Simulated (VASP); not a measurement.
Input of a VASP 6.6.1 run:

Contents of INCAR:

```
SYSTEM = Zn25O23
PREC = Accurate
ENCUT = 520
EDIFF = 1E-6
ISMEAR = 0
SIGMA = 0.01
LREAL = Auto
LASPH = .True.
NELM = 80
ALGO = Fast
ISIF = 2
LWAVE = .False.
LCHARG = .False.
GGA = PE
NELECT = 440.0
NBANDS = 249
```

The input KPOINTS:

```
Automatic mesh
0
Gamma
  2 2 2
  0.5 0.5 0.5
```

File POSCAR:

```
Zn25O23
1.0
   -3.2793907958      5.6800714764      5.2932332175
   -3.2793907959     -5.6800714763      5.2932332175
    6.5587815918     -0.0000000001      5.2932332175
Zn O
25 23
Direct
    0.3140244978      0.6473578311      0.4806911644
    0.6589065167      0.5020080648      0.3302915089
    0.0208049505      0.8331214392      0.6682221803
    0.1686747315      0.4969581756      0.8255731834
    0.4997881059      0.8348888469      0.1874716172
    0.1636248422     -0.0077601499      0.3353413981
    0.5015555136      0.3541382839      0.6664547725
    0.8411617210      0.6630158563     -0.0002644134
    0.8330689199      0.1744950543      0.4963491896
    0.3296825229      0.1664022533      0.0078283877
    0.6568871371     -0.0097795296      0.8235538038
   -0.0055547371      0.3277785963      0.1611119296
    0.3263372022      0.4867494249      0.1608816677
    0.6645557237      0.3236974126      0.0034782555
   -0.0057849990      0.6596705355      0.3200827582
    0.1534160916      0.3275483344      0.4930038689
    0.5127988567      0.6601806466      0.8792573909
    0.1767115350      0.8331289043     -0.0025938629
    0.4997955710      0.1640728038      0.3433782017
    0.8307394704      0.5100448683      0.6664622377
    0.8368115888     -0.0021109429      0.1570307459
    0.3268473132      0.0459240576      0.6794655234
    0.7125907242      0.8461321900      0.4935139799
   -0.0096359208      0.1701449222      0.8312223904
    0.4583217580      0.7916550913      0.6249884246
    0.7923004156      0.6231898002      0.4531979022
    0.1298910974      0.9693581755      0.7978252152
    0.2898564668      0.6198645688      0.9589670823
    0.6360248421      0.9644918818      0.2965577641
    0.2865312355      0.1256337490      0.4565231335
    0.6311585485      0.4632244308      0.8026915088
    0.9673102677      0.7939960290      0.1181855622
    0.9515188955      0.3006436010      0.6273293623
    0.4606626957      0.2848522289      0.1339769344
    0.7883047038      0.1216380371      0.9549713704
    0.1203837800      0.4537171134      0.2870504467
    0.4541065704      0.6156741670      0.2743374507
    0.7906387521      0.4574627478      0.1252745814
    0.1076707840      0.7874399037      0.4490075003
    0.2823408337      0.4410041173      0.6207732371
    0.6372833855      0.7986918574      0.9850445536
    0.2956396519      0.9582788783      0.1299748180
    0.6249455450      0.2966414846      0.4623063186
    0.9633081513      0.6289729853      0.7916122116
    0.9586079147      0.1239720854      0.2907960811
    0.4653585241      0.1517112203      0.8039500522
    0.8183778869      0.9706167189      0.6320251907
    0.1241294145      0.2919412481      0.9573054188
```

Potentials or basis: VASP PAW PBE potentials, release 64 (Zn, O).

The run is started by

```bash
$ cat potpaw_PBE.64/Zn/POTCAR potpaw_PBE.64/O/POTCAR > POTCAR
$ mpirun -np 1 vasp_std > vasp.out
```

Question: Predict the largest force.

Answer: 0.033 eV/Å.

Forces in eV/Å, atoms in the order of the input:
```
Zn   0.000  0.000  0.009
Zn  -0.002  0.005  0.003
Zn   0.007  0.007  0.006
Zn   0.005 -0.001  0.003
Zn   0.002 -0.010  0.006
Zn  -0.003 -0.004  0.003
Zn  -0.010  0.003  0.006
Zn   0.002  0.003 -0.007
Zn  -0.004  0.001 -0.007
Zn   0.001 -0.003 -0.007
Zn   0.000  0.000 -0.020
Zn   0.000  0.000 -0.001
Zn   0.001  0.005 -0.012
Zn   0.003 -0.001  0.004
Zn  -0.005 -0.002 -0.012
Zn   0.004 -0.003 -0.012
Zn  -0.027 -0.016 -0.010
Zn  -0.008  0.005  0.001
Zn   0.008  0.004  0.001
Zn   0.000 -0.009  0.001
Zn   0.000  0.003  0.004
Zn   0.000  0.031 -0.010
Zn   0.027 -0.015 -0.010
Zn  -0.003 -0.002  0.004
Zn   0.000  0.000  0.023
O    0.012  0.003 -0.012
O    0.009  0.004  0.004
O   -0.003 -0.012 -0.012
O   -0.001 -0.010  0.004
O   -0.009  0.009 -0.012
O   -0.008  0.006  0.004
O   -0.002  0.001  0.005
O    0.001 -0.002  0.005
O    0.002  0.002  0.005
O    0.000  0.000 -0.029
O    0.000  0.000  0.000
O    0.005 -0.009  0.002
O    0.002 -0.012 -0.008
O    0.005  0.009  0.002
O   -0.011  0.000  0.002
O   -0.006 -0.006  0.029
O    0.000  0.008  0.001
O    0.007 -0.004  0.001
O   -0.007 -0.004  0.001
O    0.009  0.008 -0.008
O   -0.002  0.008  0.029
O    0.008 -0.003  0.029
O   -0.012  0.004 -0.008
```

Caveat: the k points lie up to 0.38 Å⁻¹ apart; the cell carries a net charge on a neutralising background, which shifts energy and pressure.
